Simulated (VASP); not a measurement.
HfC, 2 atoms in the cell. It takes space group P3m1 (No. 156, trigonal). Conventional cell: a = 3.238 Å, b = 3.238 Å, c = 2.916 Å, α = 90.00°, β = 90.00°, γ = 120.00°. Within 3.1 Å of Hf (site symmetry 3m) lie 6 C at 2.33 to 2.41 Å and 2 Hf at 2.92 Å. C (site symmetry 3m) has 6 Hf at 2.33 to 2.41 Å and 2 C at 2.92 Å within 3.1 Å. 

* Program: VASP 6.6.1
* Task: single point
* Functional: PBE
* Potentials or basis: VASP PAW PBE potentials, release 64 (Hf_pv, C)
* Cutoff: 520 eV
* k mesh: 18 × 18 × 18
* Occupations: gaussian, width 0.1 eV
* Spin: no spin polarisation
* Dipole correction: no
* k mesh for the DOS: 27 × 27 × 27
* Occupations for the DOS: tetrahedron
* Further INCAR settings: ALGO = Normal; EDIFF = 1e-06; NBANDS = 14

Potentials or basis: VASP PAW PBE potentials, release 64 (Hf_pv, C).

Command:

```bash
$ cat potpaw_PBE.64/Hf_pv/POTCAR potpaw_PBE.64/C/POTCAR > POTCAR
$ cp INCAR.step1 INCAR
$ cp KPOINTS.step1 KPOINTS
$ mpirun -np 1 vasp_std > vasp.out
$ cp INCAR.step2 INCAR
$ cp KPOINTS.step2 KPOINTS
$ mpirun -np 1 vasp_std > vasp.out
```

Hardware: 1 thread of Intel Xeon 8259CL, with other jobs on the host.

Q: Estimate the wall time of this run.

A: It took 8.3 min on 1 thread of Intel Xeon 8259CL, with other jobs on the host, peak memory 0.81 GiB. Counts: k points 1843.
